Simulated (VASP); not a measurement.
# Ge (I4_1/amd) in VASP: notebook

Ge is run at these levels: PBE; tasks: single point.

Program: VASP 6.6.1. These are calculated values, not measurements. Logs are shortened: lines on timing, memory, paths and dates and some standing lists are left out, and cuts for length are marked.

### Step 1. The cell of the first run

Symmetry: I4_1/amd, No. 141, tetragonal system. Conventional cell: a = 4.000 Å, b = 4.000 Å, c = 5.940 Å, α = 90.00°, β = 90.00°, γ = 90.00°. Ge (site symmetry -4m2) has 4 Ge at 2.49 Å within 3.3 Å.

### Step 2. Single point, PBE (strain +0.000 along x and y, +0.050 along z)

INCAR

```
SYSTEM = Ge
PREC = Accurate
ENCUT = 520
EDIFF = 1E-6
ISMEAR = 0
SIGMA = 0.15
LREAL = .False.
LASPH = .True.
NELM = 100
ALGO = Normal
ISIF = 2
LWAVE = .False.
LCHARG = .True.
GGA = PE
LELF = .True.
LVHAR = .True.
NBANDS = 21
```

KPOINTS

```
Automatic mesh
0
Gamma
  14 14 14
  0 0 0
```

POSCAR

```
Ge
1.0
    0.0000000000      2.8287700000      2.9702085000
    2.8287700000      0.0000000000      2.9702085000
    2.8287700000      2.8287700000      0.0000000000
Ge
2
Direct
    0.5000000000      0.5000000000      0.5000000000
    0.7500000000      0.7500000000      0.7500000000
```

Potentials or basis: VASP PAW PBE potentials, release 64 (Ge_d).

On the command line:

```console
$ cat potpaw_PBE.64/Ge_d/POTCAR > POTCAR
$ mpirun -np 1 vasp_std > vasp.out
```

OUTCAR:

```text
SYSTEM = Ge
   PREC = Accurate
   ENCUT = 520
   EDIFF = 1E-6
   ISMEAR = 0
   LREAL = .False.
   LASPH = .True.
   NELM = 100
   ISIF = 2
   GGA = PE

 ion  position               nearest neighbor table
   1  0.500  0.500  0.500-   2 2.49   2 2.49   2 2.49   2 2.49
   2  0.750  0.750  0.750-   1 2.49   1 2.49   1 2.49   1 2.49

  LATTYP: Found a body centered tetragonal cell.
 ALAT       =     4.0004848988
 C/A-ratio  =     1.4849242405

  Lattice vectors:

 A1 = (  -2.8287700000,   0.0000000000,   2.9702085000)
 A2 = (   2.8287700000,   0.0000000000,   2.9702085000)
 A3 = (   0.0000000000,   2.8287700000,  -2.9702085000)

Analysis of symmetry for initial positions (statically):
=====================================================================
 Subroutine PRICEL returns:
 Original cell was already a primitive cell.

 Routine SETGRP: Setting up the symmetry group for a
 body centered tetragonal supercell.

 Subroutine GETGRP returns: Found 16 space group operations
 (whereof  8 operations were pure point group operations)
 out of a pool of 16 trial point group operations.

The static configuration has the point symmetry D_2d.
 The point group associated with its full space group is D_4h.

Analysis of symmetry for dynamics (positions and initial velocities):
=====================================================================
 Subroutine PRICEL returns:
 Original cell was already a primitive cell.

 Routine SETGRP: Setting up the symmetry group for a
 body centered tetragonal supercell.

 Subroutine GETGRP returns: Found 16 space group operations
 (whereof  8 operations were pure point group operations)
 out of a pool of 16 trial point group operations.

The dynamic configuration has the point symmetry D_2d.
 The point group associated with its full space group is D_4h.

 Subroutine INISYM returns: Found 16 space group operations
 (whereof  8 operations are pure point group operations),
 and found     1 'primitive' translations

----------------------------------------------------------------------------------------

                                     Primitive cell

  volume of cell :      47.5349

  direct lattice vectors                    reciprocal lattice vectors
     0.000000000  2.828770000  2.970208500    -0.176755268  0.176755268  0.168338351
     2.828770000  0.000000000  2.970208500     0.176755268 -0.176755268  0.168338351
     2.828770000  2.828770000  0.000000000     0.176755268  0.176755268 -0.168338351

  length of vectors
     4.101716500  4.101716500  4.000484899     0.301367964  0.301367964  0.301367964

  position of ions in fractional coordinates (direct lattice)
     0.500000000  0.500000000  0.500000000
     0.750000000  0.750000000  0.750000000

  ion indices of the primitive-cell ions
   primitive index   ion index
                 1           1
                 2           2

----------------------------------------------------------------------------------------

 KPOINTS: Automatic mesh

Automatic generation of k-mesh.
 Grid dimensions read from file:
 generate k-points for:   14   14   14

 Generating k-lattice:

  Cartesian coordinates                     Fractional coordinates (reciprocal lattice)
    -0.012625376  0.012625376  0.012024168     0.071428571  0.000000000  0.000000000
     0.012625376 -0.012625376  0.012024168     0.000000000  0.071428571  0.000000000
     0.012625376  0.012625376 -0.012024168     0.000000000  0.000000000  0.071428571

  Length of vectors
     0.021526283  0.021526283  0.021526283

  Shift w.r.t. Gamma in fractional coordinates (k-lattice)
     0.000000000  0.000000000  0.000000000

 Subroutine IBZKPT returns following result:
 ===========================================

 Found    244 irreducible k-points:

 Following reciprocal coordinates:
            Coordinates               Weight
  0.000000  0.000000  0.000000      1.000000
  0.071429  0.000000  0.000000      8.000000
  0.142857  0.000000  0.000000      8.000000
  0.214286  0.000000  0.000000      8.000000
  0.285714 -0.000000  0.000000      8.000000
  0.357143  0.000000  0.000000      8.000000
[... 16 lines left out ...]
  0.214286  0.142857  0.000000      8.000000
  0.285714  0.142857  0.000000      8.000000
 [... further k-points ...]
   k-points           NKPTS =    244   k-points in BZ     NKDIM =    244   number of bands    NBANDS=     21
   number of dos      NEDOS =    301   number of ions     NIONS =      2
   total plane-waves  NPLWV =  30720
   dimension x,y,z NGX =    32 NGY =   32 NGZ =   30
   dimension x,y,z NGXF=    64 NGYF=   64 NGZF=   60
   ions per type =               2
   NGX,Y,Z   is equivalent  to a cutoff of  12.97, 12.97, 12.47 a.u.
   NGXF,Y,Z  is equivalent  to a cutoff of  25.94, 25.94, 24.93 a.u.
 SYSTEM =  Ge
   PREC   = accura    normal or accurate (medium, high low for compatibility)
   ISTART =      0    job   : 0-new  1-cont  2-samecut
   ICHARG =      2    charge: 1-file 2-atom 10-const
   ISPIN  =      1    spin polarized calculation?
   LNONCOLLINEAR =      F non collinear calculations
   LSORBIT =      F    spin-orbit coupling
   LASPH  =      T    aspherical Exc in radial PAW
   ENCUT  =  520.0 eV  38.22 Ry    6.18 a.u.   7.63  7.63  7.44*2*pi/ulx,y,z
   NELM   =    100;   NELMIN=  2; NELMDL= -5     # of ELM steps
   EDIFF  = 0.1E-05   stopping-criterion for ELM
   LREAL  =      F    real-space projection
   EDIFFG = 0.1E-04   stopping-criterion for IOM
   NSW    =      0    number of steps for IOM
   IBRION =     -1    ionic relax: 0-MD 1-quasi-New 2-CG
   NFREE  =      0    steps in history (QN), initial steepest desc. (CG)
   ISIF   =      2    stress and relaxation
   ISYM   =      2    0-nonsym 1-usesym 2-fastsym
   POTIM  = 0.5000    time-step for ionic-motion
   TEBEG  =    0.0;   TEEND  =   0.0 temperature during run
   PSTRESS=    0.0 pullay stress
   NELECT =      28.0000    total number of electrons
   NUPDOWN=      -1.0000    fix difference up-down
   EMIN   =  10.00;   EMAX   =-10.00  energy-range for DOS
   EFERMI =   0.00;   METHOD = LEGACY
   ISMEAR =     0;   SIGMA  =   0.15  broadening in eV -4-tet -1-fermi 0-gaus
   EFERMI_NEDOS =   21; number of points for ismear=-14 and -15
   IALGO  =     38    algorithm
   IMIX   =      4    mixing-type and parameters
     AMIX     =   0.40;   BMIX     =  1.00
     AMIX_MAG =   1.60;   BMIX_MAG =  1.00
  volume/ion in A,a.u.               =      23.77       160.39
  Fermi-wavevector in a.u.,A,eV,Ry     =   1.372324  2.593317 25.623500  1.883274
  Thomas-Fermi vector in A             =   2.497942
   LORBIT       =      0    0 simple, 1 ext, 2 COOP (PROOUT), +10 PAW based schemes
   GGA     = PE    functional components
   LHFCALC =     F    Hartree Fock is set to
   AEXX    =    0.0000 exact exchange contribution
   IVDW    =     0    specifies the selected vdW correction
   LEPSILON=     F    determine dielectric tensor
   LRPA    =     F    only Hartree local field effects (RPA)
 non-spin polarized calculation
 Gauss-broadening in eV      SIGMA  =   0.15
  energy-cutoff  :      520.00
  volume of cell :       47.53
 maximum number of plane-waves:      1299
   NGX = 15   NGY = 15   NGZ = 15

 number of electron      27.9999993 magnetization

 Free energy of the ion-electron system (eV)
  ---------------------------------------------------
  ext. energy  EPLUGINS =         0.00000000
  ---------------------------------------------------
  free energy    TOTEN  =        -9.02035151 eV

  energy without entropy =       -9.01935616  energy(sigma->0) =       -9.01985384

 E-fermi :   4.5614     XC(G=0):  -9.6999

 val. band max:        4.5457513493   @ k =   0.0714   0.0000   0.0000
 cond. band min:       4.5643821367   @ k =  -0.0714   0.0714   0.0000
 fundamental gap:      0.0186307874
 Fermi energy:         4.5614364584

 k-point     1 :       0.0000    0.0000    0.0000
  band No.  band energies     occupation
      1     -20.2254      2.00000
      2     -20.2254      2.00000
      3     -20.2164      2.00000
      4     -20.1908      2.00000
      5     -20.1889      2.00000
      6     -20.0179      2.00000
[... 13 lines left out ...]
     20      13.3589      0.00000
     21      14.3642      0.00000

 k-point     2 :       0.0714    0.0000    0.0000
  band No.  band energies     occupation
      1     -20.2282      2.00000
      2     -20.2256      2.00000
      3     -20.2185      2.00000
      4     -20.1866      2.00000
      5     -20.1854      2.00000
      6     -20.0198      2.00000
[... 13 lines left out ...]
     20      12.9878      0.00000
     21      13.8577      0.00000

 k-point     3 :       0.1429    0.0000    0.0000
  band No.  band energies     occupation
      1     -20.2341      2.00000
      2     -20.2282      2.00000
      3     -20.2194      2.00000
      4     -20.1777      2.00000
      5     -20.1775      2.00000
      6     -20.0244      2.00000
[... 13 lines left out ...]
     20      12.5972      0.00000
     21      13.2417      0.00000

 k-point     4 :       0.2143    0.0000    0.0000
  band No.  band energies     occupation
      1     -20.2399      2.00000
      2     -20.2324      2.00000
      3     -20.2171      2.00000
      4     -20.1691      2.00000
      5     -20.1682      2.00000
      6     -20.0296      2.00000
[... 13 lines left out ...]
     20      12.7341      0.00000
     21      12.9264      0.00000

 k-point     5 :       0.2857   -0.0000    0.0000
  band No.  band energies     occupation
      1     -20.2444      2.00000
      2     -20.2355      2.00000
      3     -20.2140      2.00000
      4     -20.1622      2.00000
      5     -20.1603      2.00000
      6     -20.0352      2.00000
[... 13 lines left out ...]
     20      13.0354      0.00000
     21      13.0410      0.00000

 k-point     6 :       0.3571    0.0000    0.0000
  band No.  band energies     occupation
      1     -20.2474      2.00000
      2     -20.2373      2.00000
      3     -20.2109      2.00000
      4     -20.1575      2.00000
      5     -20.1547      2.00000
      6     -20.0393      2.00000
[... 13 lines left out ...]
     20      13.6099      0.00000
     21      13.8186      0.00000

 k-point     7 :       0.4286    0.0000    0.0000
  band No.  band energies     occupation
      1     -20.2490      2.00000
      2     -20.2381      2.00000
      3     -20.2088      2.00000
      4     -20.1550      2.00000
      5     -20.1517      2.00000
      6     -20.0415      2.00000
[... 13 lines left out ...]
     20      14.5249      0.00000
     21      14.9341      0.00000
[... 291 lines left out ...]
      1     -20.2395      2.00000
      2     -20.2254      2.00000
      3     -20.2177      2.00000
      4     -20.1781      2.00000
      5     -20.1690      2.00000
      6     -20.0311      2.00000
[... 13 lines left out ...]
     20      12.5637      0.00000
     21      13.1685      0.00000

 k-point    21 :      -0.0714    0.0714    0.0000
  band No.  band energies     occupation
      1     -20.2333      2.00000
      2     -20.2226      2.00000
      3     -20.2197      2.00000
      4     -20.1851      2.00000
      5     -20.1784      2.00000
      6     -20.0212      2.00000
[... 13 lines left out ...]
     20      13.0994      0.00000
     21      13.2608      0.00000

 k-point    22 :       0.1429    0.1429    0.0000
  band No.  band energies     occupation
      1     -20.2329      2.00000
      2     -20.2329      2.00000
      3     -20.2290      2.00000
      4     -20.1794      2.00000
      5     -20.1599      2.00000
      6     -20.0512      2.00000
[... 13 lines left out ...]
     20      12.2011      0.00000
     21      14.6802      0.00000

 k-point    23 :       0.2143    0.1429    0.0000
  band No.  band energies     occupation
      1     -20.2388      2.00000
      2     -20.2372      2.00000
      3     -20.2273      2.00000
      4     -20.1731      2.00000
      5     -20.1484      2.00000
      6     -20.0626      2.00000
[... 13 lines left out ...]
     20      12.9330      0.00000
     21      14.5028      0.00000

 k-point    24 :       0.2857    0.1429    0.0000
  band No.  band energies     occupation
      1     -20.2451      2.00000
      2     -20.2420      2.00000
      3     -20.2216      2.00000
      4     -20.1655      2.00000
      5     -20.1383      2.00000
      6     -20.0713      2.00000
[... 13 lines left out ...]
     20      13.6314      0.00000
     21      14.3674      0.00000

 [... further k-points ...]

------------------------ aborting loop because EDIFF is reached ----------------------------------------

  FORCE on cell =-STRESS in cart. coord.  units (eV):
  Direction    XX          YY          ZZ          XY          YZ          ZX
  --------------------------------------------------------------------------------------
  -------------------------------------------------------------------------------------
  Total        0.4247120      0.4247120     -0.6170502      0.0000000     -0.0000000      0.0000000
  in kB       14.3150500     14.3150500    -20.7978699      0.0000000     -0.0000000      0.0000000
  external PRESSURE =       2.6107434 kB  Pullay stress =       0.0000000 kB

 VOLUME and BASIS-vectors are now :
 -----------------------------------------------------------------------------
  energy-cutoff  :      520.00
  volume of cell :       47.53
      direct lattice vectors                 reciprocal lattice vectors
     0.000000000  2.828770000  2.970208500    -0.176755268  0.176755268  0.168338351
     2.828770000  0.000000000  2.970208500     0.176755268 -0.176755268  0.168338351
     2.828770000  2.828770000  0.000000000     0.176755268  0.176755268 -0.168338351

 POSITION                                       TOTAL-FORCE (eV/Angst)
 -----------------------------------------------------------------------------------
      2.82877      2.82877      2.97021         0.000000      0.000000      0.000000
      4.24315      4.24315      4.45531        -0.000000     -0.000000     -0.000000
 -----------------------------------------------------------------------------------
    total drift:                               -0.000000     -0.000000      0.000000

  FREE ENERGIE OF THE ION-ELECTRON SYSTEM (eV)
  ---------------------------------------------------
  free  energy   TOTEN  =        -9.0203515124 eV

  energy  without entropy=       -9.0193561619  energy(sigma->0) =       -9.01985384
```

Run time: 70 s. Hardware: 1 thread of Intel Xeon 6975P-C (Granite Rapids), shared host; peak memory 0.31 GiB.

What came out:

| Item | Value |
| --- | --- |
| Free energy | -9.0204 eV |
| Pressure | 0.3 GPa |
| Band gap on the k mesh | zero (band 14 reaches 4.66 eV, above the bottom of band 15 at 4.53 eV) |

Caveat: the cell differs from its parent crystal (strain +0.000 along x and y, +0.050 along z).

### Step 3. Single point, PBE (strain +0.025 along x and y, +0.050 along z)

INCAR

```
SYSTEM = Ge
  PREC = Accurate
  ENCUT = 520
  EDIFF = 1E-7
  ISMEAR = 0
  SIGMA = 0.15
  LREAL = .False.
  LASPH = .True.
  NELM = 100
  ALGO = Normal
  ISIF = 2
  LWAVE = .False.
  LCHARG = .True.
  GGA = PE
  LELF = .True.
  LVHAR = .True.
  NBANDS = 21
```

KPOINTS is that of step 2.

POSCAR

```
Ge
1.0
    0.0000000000      2.8994892500      2.9702085000
    2.8994892500      0.0000000000      2.9702085000
    2.8994892500      2.8994892500      0.0000000000
Ge
2
Direct
    0.5000000000      0.5000000000      0.5000000000
    0.7500000000      0.7500000000      0.7500000000
```

Potentials or basis: VASP PAW PBE potentials, release 64 (Ge_d).

On the command line:

```console
$ cat potpaw_PBE.64/Ge_d/POTCAR > POTCAR
$ mpirun -np 1 vasp_std > vasp.out
```

Run time: 74 s. Hardware: 1 thread of Intel Xeon 6975P-C (Granite Rapids), shared host; peak memory 0.32 GiB.

It converged, with:

* Free energy: -9.0175 eV
* Pressure: -2.4 GPa
* Band gap on the k mesh: zero (band 14 reaches 4.14 eV, above the bottom of band 15 at 3.98 eV)

Stress tensor (GPa, compression positive):
```
-1.85  0.00  0.00
 0.00 -1.85  0.00
 0.00  0.00 -3.42
```

Levels at points of the mesh, in eV from the Fermi level:
```tsv
k point	band 11	band 12	band 13	band 14	band 15	band 16	band 17	band 18
(0.00, 0.00, 0.00)	-12.02	-0.80	-0.08	0.10	0.10	2.51	2.51	2.62
(0.50, 0.00, 0.00)	-10.16	-7.15	-1.32	-1.12	-0.07	3.67	3.78	7.10
(0.50, 0.50, 0.00)	-8.57	-8.57	-2.61	-2.61	1.02	1.02	8.73	8.73
(0.50, 0.00, 0.50)	-8.47	-8.47	-2.76	-2.76	0.84	0.84	8.74	8.74
```

Caveat: the cell differs from its parent crystal (strain +0.025 along x and y, +0.050 along z).

### Step 4. Single point, PBE (strain +0.050 along x and y, +0.025 along z)

INCAR

```
SYSTEM = Ge
ALGO     = Normal         ! electronic algorithm
EDIFF    = 1E-7           ! SCF threshold, eV
ENCUT    = 520            ! plane-wave cutoff, eV
GGA      = PE             ! functional
ISIF     = 2              ! what is computed and relaxed
ISMEAR   = 0              ! smearing method
LASPH    = .TRUE.         ! aspherical terms in the spheres
LCHARG   = .FALSE.        ! write CHGCAR
LREAL    = .FALSE.        ! projectors in reciprocal space
LWAVE    = .FALSE.        ! write WAVECAR
NBANDS   = 21             ! bands
NELM     = 100            ! most SCF steps
PREC     = Accurate       ! precision mode
SIGMA    = 0.15           ! smearing width, eV
```

KPOINTS

```
k-points
0
G
  14 14 14
  0 0 0
```

POSCAR

```
Ge
1.0
    0.0000000000      2.9702085000      2.8994892500
    2.9702085000      0.0000000000      2.8994892500
    2.9702085000      2.9702085000      0.0000000000
Ge
2
Direct
    0.5000000000      0.5000000000      0.5000000000
    0.7500000000      0.7500000000      0.7500000000
```

On the command line:

```console
$ cat potpaw_PBE.64/Ge_d/POTCAR > POTCAR
$ mpirun -np 1 vasp_std > vasp.out
```

It took 85 s on 1 thread of Intel Xeon 6975P-C (Granite Rapids), shared host; peak memory 0.33 GiB.

The run converged. Its results:

| Quantity | Value |
| --- | --- |
| Free energy | -8.9961 eV |
| Pressure | -3.4 GPa |
| Band gap on the k mesh | zero (band 14 reaches 3.82 eV, above the bottom of band 15 at 3.71 eV) |

Stress tensor (GPa, compression positive):
```
-3.86  0.00  0.00
 0.00 -3.86  0.00
 0.00  0.00 -2.44
```

Levels at points of the mesh, in eV from the Fermi level:
| k point | band 11 | band 12 | band 13 | band 14 | band 15 | band 16 | band 17 | band 18 |
| --- | --- | --- | --- | --- | --- | --- | --- | --- |
| (0.00, 0.00, 0.00) | -11.84 | -0.97 | 0.01 | 0.01 | 0.17 | 2.48 | 2.59 | 2.59 |
| (0.50, 0.00, 0.00) | -10.03 | -7.04 | -1.26 | -1.07 | -0.10 | 3.67 | 3.79 | 7.10 |
| (0.50, 0.50, 0.00) | -8.34 | -8.34 | -2.71 | -2.71 | 0.83 | 0.83 | 8.61 | 8.61 |
| (0.50, 0.00, 0.50) | -8.44 | -8.44 | -2.56 | -2.56 | 1.00 | 1.00 | 8.56 | 8.56 |

Caveat: the cell differs from its parent crystal (strain +0.050 along x and y, +0.025 along z).

### Step 5. The runs side by side

| cell | gap on the mesh (eV) | pressure (GPa) |
| --- | --- | --- |
| a = 4.102, b = 4.102, c = 4.000 Å, angles 60.8, 60.8, 58.4°, 2 atoms | none | 0.3 |
| a = 4.151, b = 4.151, c = 4.100 Å, angles 60.4, 60.4, 59.2°, 2 atoms | none | -2.4 |
| a = 4.151, b = 4.151, c = 4.201 Å, angles 59.6, 59.6, 60.8°, 2 atoms | none | -3.4 |

Alike in all rows: task single point; level PBE; potentials or basis VASP PAW PBE potentials, release 64 (Ge_d); no spin polarisation; k mesh 14 × 14 × 14; cutoff (eV) 520; smearing gaussian 0.15 eV.

Total energies depend on the potentials used, so only differences within one code and one set of settings carry meaning.
